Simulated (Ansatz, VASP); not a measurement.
Two plane-wave programs on KCl

INCAR

```
PREC = Accurate
ENCUT = 520
EDIFF = 1E-6
ISMEAR = 0
SIGMA = 0.05
LREAL = F
LASPH = T
NELM = 80
ALGO = Normal
ISIF = 2
LWAVE = F
LCHARG = T
GGA = PE
LELF = T
LVHAR = T
NBANDS = 15
```

The input KPOINTS:

```
Automatic mesh
0
Gamma
  8 8 8
```

The input POSCAR:

```
KCl
1.0
    0.0000000000      3.3317912246      2.8320225409
    3.3317912246      0.0000000000      2.8320225409
    3.3317912246      3.3317912246      0.0000000000
K Cl
1 1
Direct
    0.0000000000      0.0000000000      0.0000000000
    0.5000000000      0.5000000000      0.5000000000
```

Input for Ansatz:

```yaml
crystal:
  lattice:
    - [0.0, 3.3317912246, 2.8320225409]
    - [3.3317912246, 0.0, 2.8320225409]
    - [3.3317912246, 3.3317912246, 0.0]
  atoms:
    - { symbol: K, position: [0.0, 0.0, 0.0] }
    - { symbol: Cl, position: [0.5, 0.5, 0.5] }
basis:
  ecutwfc: 420
kpoints:
  mp_grid: { grid: [8, 8, 8] }
hamiltonian:
  xc: pbe
scf:
  occupations: { method: gaussian, width: 0.05 }
output:
  forces: true
  stress: true
  eigenvalues: true
```

Alike in both runs: task single point; functional PBE; k mesh 8 × 8 × 8; occupations gaussian, width 0.05 eV; no spin polarisation.

```csv
,VASP,Ansatz
version,VASP 6.6.1,Ansatz 0.2.0
potentials or method,"VASP PAW PBE potentials, release 64 (K_sv, Cl), cutoff 520 eV","scalar-relativistic, plane waves, PAW"
valence electrons in the cell,16,16
```

```tsv
	VASP	Ansatz	Ansatz less VASP
gap on the k mesh at the Fermi level (eV)	4.92	4.92	+0.004
least direct gap on the mesh (eV)	4.92	4.92	+0.004
pressure (GPa)	2.3	2.2	-0.05
traceless stress, the component that is largest in VASP (GPa)	5.91	5.81	-0.106
```
